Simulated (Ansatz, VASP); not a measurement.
Two plane-wave programs on HfO2

The input POSCAR:

```
HfO2
1.0
    3.5768243315      0.0000000000      0.0000000000
    0.0000000000      3.5768243315      0.0000000000
    0.0000000000      0.0000000000      5.2026739475
Hf O
2 4
Direct
    0.5000000000      0.4998698536      0.5000000000
    0.0000000000      0.0001301464      0.0000000000
    0.0000000000      0.5001574359      0.6961635355
    0.5000000000     -0.0001574359      0.8038364645
    0.5000000000      0.0041936642      0.3038364645
    0.0000000000      0.4958063358      0.1961635355
```

File INCAR.step1:

```
SYSTEM = HfO2
  PREC = Accurate
  ENCUT = 520
  ISMEAR = 0
  SIGMA = 0.05
  LREAL = .False.
  LASPH = .True.
  NELM = 100
  NBANDS = 31
  GGA = PE
  ALGO = Normal
  EDIFF = 1E-4
  LWAVE = .True.
  LCHARG = .False.
```

INCAR.step2

```
SYSTEM = HfO2
  PREC = Accurate
  ENCUT = 520
  EDIFF = 1E-6
  ISMEAR = 0
  SIGMA = 0.05
  LREAL = .False.
  LASPH = .True.
  NELM = 100
  ALGO = Normal
  ISIF = 2
  LWAVE = .False.
  LCHARG = .False.
  METAGGA = R2SCAN
  LMIXTAU = .True.
  NBANDS = 31
  ISTART = 1
```

KPOINTS

```
regular mesh
0
Gamma
  6 6 6
  0 0 0
```

Input for Ansatz:

```yaml
crystal:
  lattice:
    - [3.5768243315, 0.0, 0.0]
    - [0.0, 3.5768243315, 0.0]
    - [0.0, 0.0, 5.2026739475]
  atoms:
    - { symbol: Hf, position: [0.5, 0.4998698536, 0.5] }
    - { symbol: Hf, position: [0.0, 0.0001301464, 0.0] }
    - { symbol: O, position: [0.0, 0.5001574359, 0.6961635355] }
    - { symbol: O, position: [0.5, -0.0001574359, 0.8038364645] }
    - { symbol: O, position: [0.5, 0.0041936642, 0.3038364645] }
    - { symbol: O, position: [0.0, 0.4958063358, 0.1961635355] }
basis:
  ecutwfc: 500
kpoints:
  mp_grid: { grid: [6, 6, 6] }
hamiltonian:
  xc: r2scan
scf:
  occupations: { method: gaussian, width: 0.05 }
output:
  forces: true
  stress: true
  eigenvalues: true
```

Change from the starting cell: mode 17 (675.9 1/cm) frozen in, largest displacement +0.015 Å.

Alike in both runs: task single point; functional r2SCAN; k mesh 6 × 6 × 6; occupations gaussian, width 0.05 eV; no spin polarisation.

```csv
,VASP,Ansatz
version,VASP 6.6.1,Ansatz 0.2.0
potentials or method,"VASP PAW PBE potentials, release 64 (Hf_pv, O), cutoff 520 eV","scalar-relativistic, plane waves, PAW"
valence electrons in the cell,44,76
```

|  | VASP | Ansatz | Ansatz less VASP |
| --- | --- | --- | --- |
| gap on the k mesh at the Fermi level (eV) | 5.24 | 5.27 | +0.022 |
| least direct gap on the mesh (eV) | 5.32 | 5.34 | +0.015 |
| pressure (GPa) | -3.5 | 0.0 | +3.57 |
| traceless stress, the component that is largest in VASP (GPa) | 0.69 | 0.73 | +0.043 |
| rms of the force components (eV/Å) | 0.144 | 0.142 | -0.0017 |

VASP's potentials were made for PBE, not for r2SCAN. Atom by atom the forces differ by 0.032 eV/Å (rms over components). VASP's potentials hold 44 valence electrons a cell and Ansatz's 76, so a difference there can come from the potentials and not from the codes.

Neither program's run includes spin-orbit coupling.
